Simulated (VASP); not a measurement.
# HfO2 (Fm-3m) in VASP: further runs, part 3 of 3

VASP 6.6.1. Earlier steps stand in the parts before.

### Step 4. Single point, LDA, non-collinear spin, zero start, spin-orbit coupling

This run uses another cell than the first one, of 11.38 Å³/atom, 1.041 times its volume.

Contents of INCAR:

```
SYSTEM = HfO2
PREC     = Accurate       ! precision mode
ENCUT    = 520            ! plane-wave cutoff, eV
EDIFF    = 1E-6           ! SCF threshold, eV
ISMEAR   = -1             ! smearing method
SIGMA    = 0.05           ! smearing width, eV
LREAL    = .False.        ! projectors in reciprocal space
LASPH    = .True.         ! aspherical terms in the spheres
NELM     = 150            ! most SCF steps
ALGO     = Normal         ! electronic algorithm
ISIF     = 2              ! what is computed and relaxed
LWAVE    = .False.        ! write WAVECAR
LCHARG   = .False.        ! write CHGCAR
MAGMOM   = 0 0 0 0 0 0 0 0 0 ! initial moments
LORBIT   = 11             ! projections on sites
LSORBIT  = .True.         ! spin-orbit coupling
GGA_COMPAT= .False.      
LORBMOM  = .True.       
LMAXMIX  = 4              ! l up to which the mixer works
GGA      = CA             ! functional
NBANDS   = 35             ! bands
```

Contents of KPOINTS:

```
regular mesh
0
Gamma
  9 9 9
  0 0 0
```

Contents of POSCAR:

```
HfO2
1.0
    0.0000000000      2.5744375797      2.5744375797
    2.5744375797      0.0000000000      2.5744375797
    2.5744375797      2.5744375797      0.0000000000
Hf O
1 2
Direct
    0.0000000000      0.0000000000      0.0000000000
    0.7500000000      0.7500000000      0.7500000000
    0.2500000000      0.2500000000      0.2500000000
```

Potentials or basis: VASP PAW LDA potentials, release 64 (Hf_pv, O).

Launch:

```sh
cat potpaw_LDA.64/Hf_pv/POTCAR potpaw_LDA.64/O/POTCAR > POTCAR
mpirun -np 1 vasp_ncl > vasp.out
```

OUTCAR:

```text
SYSTEM = HfO2
   PREC = Accurate
   ENCUT = 520
   EDIFF = 1E-6
   ISMEAR = -1
   LREAL = .False.
   LASPH = .True.
   NELM = 150
   ISIF = 2
   LORBIT = 11
   LSORBIT = .True.
   GGA = CA

 ion  position               nearest neighbor table
   1  0.000  0.000  0.000-   2 2.23   3 2.23   2 2.23   2 2.23   2 2.23   3 2.23   3 2.23   3 2.23

   2  0.750  0.750  0.750-   1 2.23   1 2.23   1 2.23   1 2.23
   3  0.250  0.250  0.250-   1 2.23   1 2.23   1 2.23   1 2.23

  LATTYP: Found a face centered cubic cell.
 ALAT       =     5.1488751594

  Lattice vectors:

 A1 = (   0.0000000000,   2.5744375797,   2.5744375797)
 A2 = (   2.5744375797,   0.0000000000,   2.5744375797)
 A3 = (   2.5744375797,   2.5744375797,   0.0000000000)

Analysis of symmetry for initial positions (statically):
=====================================================================
 Subroutine PRICEL returns:
 Original cell was already a primitive cell.

 Routine SETGRP: Setting up the symmetry group for a
 face centered cubic supercell.

 Subroutine GETGRP returns: Found 48 space group operations
[... 9 lines left out ...]

 Routine SETGRP: Setting up the symmetry group for a
 face centered cubic supercell.

 Subroutine GETGRP returns: Found 48 space group operations
 (whereof 48 operations were pure point group operations)
 out of a pool of 48 trial point group operations.

The dynamic configuration has the point symmetry O_h .

Analysis of structural, dynamic, and magnetic symmetry:
=====================================================================
 Subroutine PRICEL returns:
 Original cell was already a primitive cell.

 Routine SETGRP: Setting up the symmetry group for a
 face centered cubic supercell.

 Subroutine GETGRP returns: Found 48 space group operations
 (whereof 48 operations were pure point group operations)
 out of a pool of 48 trial point group operations.

The overall configuration has the point symmetry O_h .

 Subroutine INISYM returns: Found 48 space group operations
[... 5 lines left out ...]
                                     Primitive cell

  volume of cell :      34.1253

  direct lattice vectors                    reciprocal lattice vectors
     0.000000000  2.574437580  2.574437580    -0.194217177  0.194217177  0.194217177
     2.574437580  0.000000000  2.574437580     0.194217177 -0.194217177  0.194217177
     2.574437580  2.574437580  0.000000000     0.194217177  0.194217177 -0.194217177

  length of vectors
     3.640804541  3.640804541  3.640804541     0.336394019  0.336394019  0.336394019

  position of ions in fractional coordinates (direct lattice)
     0.000000000  0.000000000  0.000000000
     0.750000000  0.750000000  0.750000000
     0.250000000  0.250000000  0.250000000

  ion indices of the primitive-cell ions
   primitive index   ion index
                 1           1
                 2           2
                 3           3

----------------------------------------------------------------------------------------

 KPOINTS: regular mesh

Automatic generation of k-mesh.
[... 1012 lines left out ...]

 [bands above 34 left out]

------------------------ aborting loop because EDIFF is reached ----------------------------------------

  FORCE on cell =-STRESS in cart. coord.  units (eV):
  Direction    XX          YY          ZZ          XY          YZ          ZX
  --------------------------------------------------------------------------------------
  -------------------------------------------------------------------------------------
  Total       -4.8967333     -4.8967333     -4.8967333      0.0000000     -0.0000000      0.0000000
  in kB     -229.9005104   -229.9005104   -229.9005104      0.0000000     -0.0000000      0.0000000
  external PRESSURE =    -229.9005104 kB  Pullay stress =       0.0000000 kB

 VOLUME and BASIS-vectors are now :
 -----------------------------------------------------------------------------
  energy-cutoff  :      520.00
  volume of cell :       34.13
      direct lattice vectors                 reciprocal lattice vectors
     0.000000000  2.574437580  2.574437580    -0.194217177  0.194217177  0.194217177
     2.574437580  0.000000000  2.574437580     0.194217177 -0.194217177  0.194217177
     2.574437580  2.574437580  0.000000000     0.194217177  0.194217177 -0.194217177

 POSITION                                       TOTAL-FORCE (eV/Angst)
 -----------------------------------------------------------------------------------
      0.00000      0.00000      0.00000         0.000000     -0.000000     -0.000000
      3.86166      3.86166      3.86166         0.000000     -0.000000      0.000000
      1.28722      1.28722      1.28722        -0.000000      0.000000     -0.000000
 -----------------------------------------------------------------------------------
    total drift:                                0.000000      0.000000      0.000000

  FREE ENERGIE OF THE ION-ELECTRON SYSTEM (eV)
  ---------------------------------------------------
  free  energy   TOTEN  =       -33.4695413834 eV

  energy  without entropy=      -33.4695413834  energy(sigma->0) =      -33.46954138

 orbital moment (x)

 # of ion     p       d       tot
 ----------------------------------------
  1         0.000   0.000   0.000
  2        -0.000   0.000  -0.000
  3        -0.000   0.000  -0.000
 ----------------------------------------
           -0.000   0.000  -0.000

 orbital moment (y)

 # of ion     p       d       tot
 ----------------------------------------
  1         0.000  -0.000  -0.000
  2        -0.000   0.000  -0.000
  3        -0.000   0.000  -0.000
 ----------------------------------------
           -0.000  -0.000  -0.000

 orbital moment (z)

 # of ion     p       d       tot
 ----------------------------------------
  1         0.000   0.000   0.000
  2         0.000   0.000   0.000
  3         0.000   0.000   0.000
 ----------------------------------------
            0.000   0.000   0.000

 Spin-Orbit-Coupling matrix elements

 Ion:    1  E_soc:     -1.2816270
 l=   1
     0.0000000    -0.2096945    -0.2096945
    -0.2096945     0.0000000    -0.2096945
    -0.2096945    -0.2096945     0.0000000
 l=   2
     0.0000000    -0.0009532     0.0000000    -0.0009532    -0.0029568
    -0.0009532     0.0000000    -0.0022176    -0.0009532    -0.0007392
     0.0000000    -0.0022176     0.0000000    -0.0022176     0.0000000
    -0.0009532    -0.0009532    -0.0022176     0.0000000    -0.0007392
    -0.0029568    -0.0007392     0.0000000    -0.0007392     0.0000000
 l=   3
     0.0000000     0.0000000     0.0000000     0.0000000     0.0000000     0.0000000     0.0000000
     0.0000000     0.0000000     0.0000000     0.0000000     0.0000000     0.0000000     0.0000000
     0.0000000     0.0000000     0.0000000     0.0000000     0.0000000     0.0000000     0.0000000
     0.0000000     0.0000000     0.0000000     0.0000000     0.0000000     0.0000000     0.0000000
[... 29 lines left out ...]
 l=   2
     0.0000000     0.0000000     0.0000000     0.0000000     0.0000000
     0.0000000     0.0000000     0.0000000     0.0000000     0.0000000
     0.0000000     0.0000000     0.0000000     0.0000000     0.0000000
     0.0000000     0.0000000     0.0000000     0.0000000     0.0000000
     0.0000000     0.0000000     0.0000000     0.0000000     0.0000000
 l=   3
     0.0000000     0.0000000     0.0000000     0.0000000     0.0000000     0.0000000     0.0000000
     0.0000000     0.0000000     0.0000000     0.0000000     0.0000000     0.0000000     0.0000000
     0.0000000     0.0000000     0.0000000     0.0000000     0.0000000     0.0000000     0.0000000
     0.0000000     0.0000000     0.0000000     0.0000000     0.0000000     0.0000000     0.0000000
     0.0000000     0.0000000     0.0000000     0.0000000     0.0000000     0.0000000     0.0000000
     0.0000000     0.0000000     0.0000000     0.0000000     0.0000000     0.0000000     0.0000000
     0.0000000     0.0000000     0.0000000     0.0000000     0.0000000     0.0000000     0.0000000

 total charge

# of ion       s       p       d       tot
------------------------------------------
    1        0.285   6.584   1.327   8.197
    2        1.547   3.498   0.000   5.045
    3        1.547   3.498   0.000   5.045
--------------------------------------------------
tot          3.380  13.579   1.327  18.287

 magnetization (x)

# of ion       s       p       d       tot
------------------------------------------
    1        0.000  -0.000   0.000  -0.000
    2        0.000   0.000   0.000   0.000
    3        0.000   0.000   0.000   0.000
--------------------------------------------------
tot          0.000   0.000   0.000   0.000

 magnetization (y)

# of ion       s       p       d       tot
------------------------------------------
    1        0.000  -0.000   0.000   0.000
    2       -0.000  -0.000   0.000  -0.000
    3        0.000   0.000   0.000   0.000
--------------------------------------------------
tot         -0.000  -0.000   0.000  -0.000

 magnetization (z)

# of ion       s       p       d       tot
------------------------------------------
    1       -0.000   0.000   0.000   0.000
    2       -0.000  -0.000   0.000  -0.000
    3        0.000  -0.000   0.000  -0.000
--------------------------------------------------
tot         -0.000  -0.000   0.000  -0.000
```

It took 47 s on 1 thread of Intel Xeon 6975P-C (Granite Rapids), shared host; peak memory 0.23 GiB.

Results:

| Quantity | Value |
| --- | --- |
| Free energy | -33.4695 eV |
| Pressure | -23.0 GPa |
| Net moment | 0.00 μB per cell |
| Valence electrons inside the program's atomic spheres | Hf 8.20; O 5.04 |

Moments on the atoms (μB; x, y, z):
```
Hf  0.00 0.00 0.00
O   0.00 0.00 0.00
O   0.00 0.00 0.00
```

### Step 5. Single point, LDA, non-collinear spin, zero start, spin-orbit coupling

This run uses another cell than the first one, of 11.60 Å³/atom, 1.061 times its volume.

Contents of INCAR:

```
SYSTEM = HfO2
PREC = Accurate ; ENCUT = 520
EDIFF = 1E-7 ; ISMEAR = -1
SIGMA = 0.05 ; LREAL = .False.
LASPH = .True. ; NELM = 150
ALGO = Normal ; ISIF = 2
LWAVE = .False. ; LCHARG = .False.
MAGMOM = 0 0 0 0 0 0 0 0 0 ; LORBIT = 11
LSORBIT = .True. ; GGA_COMPAT = .False.
LORBMOM = .True. ; LMAXMIX = 4
NBANDS = 35
```

KPOINTS is that of step 4.

Contents of POSCAR:

```
HfO2
1.0
    0.0000000000      2.5911551753      2.5911551753
    2.5911551753      0.0000000000      2.5911551753
    2.5911551753      2.5911551753      0.0000000000
Hf O
1 2
Direct
    0.0000000000      0.0000000000      0.0000000000
    0.7500000000      0.7500000000      0.7500000000
    0.2500000000      0.2500000000      0.2500000000
```

Launch:

```sh
cat potpaw_LDA.64/Hf_pv/POTCAR potpaw_LDA.64/O/POTCAR > POTCAR
mpirun -np 1 vasp_ncl > vasp.out
```

Run time: 55 s. Hardware: 1 thread of Intel Xeon 6975P-C (Granite Rapids), shared host; peak memory 0.24 GiB.

Results (log left out):

- Free energy: -33.3670 eV
- Pressure: -26.4 GPa
- Net moment: 0.00 μB per cell
- Valence electrons inside the program's atomic spheres: Hf 8.14; O 5.03

Moments on the atoms (μB; x, y, z):
```
Hf  0.00 0.00 0.00
O   0.00 0.00 0.00
O   0.00 0.00 0.00
```

### Step 6. Overview

| cell | pressure (GPa) | moment (μB) |
| --- | --- | --- |
| a = 3.593 Å, angles 60.0°, 3 atoms | -14.9 | 0.00 |
| a = 3.617 Å, angles 60.0°, 3 atoms | -19.2 | 0.00 |
| a = 3.641 Å, angles 60.0°, 3 atoms | -23.0 | 0.00 |
| a = 3.664 Å, angles 60.0°, 3 atoms | -26.4 | 0.00 |

Alike in all rows: task single point; level LDA; potentials or basis VASP PAW LDA potentials, release 64 (Hf_pv, O); spin non-collinear, zero start, SOC; k mesh 9 × 9 × 9; cutoff (eV) 520; smearing fermi-dirac 0.05 eV.

Total energies depend on the potentials used, so only differences within one code and one set of settings carry meaning.
